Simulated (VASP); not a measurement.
Input of a VASP 6.6.1 run:

INCAR

```
PREC = Accurate
ENCUT = 520
EDIFF = 1E-6
ISMEAR = -1
SIGMA = 0.02
LREAL = False
LASPH = True
NELM = 60
ALGO = Normal
ISIF = 2
LWAVE = False
LCHARG = False
GGA = PS
NBANDS = 26
```

KPOINTS

```
Automatic mesh
0
Gamma
  6 6 4
```

The input POSCAR:

```
GaAs
1.0
    4.2497555350      0.0000000000      0.0000000000
   -2.1248777675      3.6803962531      0.0000000000
    0.0000000000      0.0000000000      5.7732406470
Ga As
2 2
Direct
    0.3333333333      0.6666666667      0.2500000000
    0.6666666667      0.3333333333      0.7500000000
    0.6666666667      0.3333333333      0.2500000000
    0.3333333333      0.6666666667      0.7500000000
```

Potentials or basis: VASP PAW PBE potentials, release 64 (Ga_d, As).

The run is started by

```console
$ cat potpaw_PBE.64/Ga_d/POTCAR potpaw_PBE.64/As/POTCAR > POTCAR
$ mpirun -np 1 vasp_std > vasp.out
```

**Question.** Estimate the band gap on the k mesh.

**Answer.** Zero (band 18 reaches 4.07 eV, above the bottom of band 19 at 3.06 eV).

**Question.** Estimate the pressure.

**Answer.** -0.5 GPa.

Stress tensor (GPa, compression positive):
```
 0.15  0.00  0.00
 0.00  0.15  0.00
 0.00  0.00 -1.84
```

Caveat: the PAW data sets were made with another functional, which shifts forces and pressure a little.
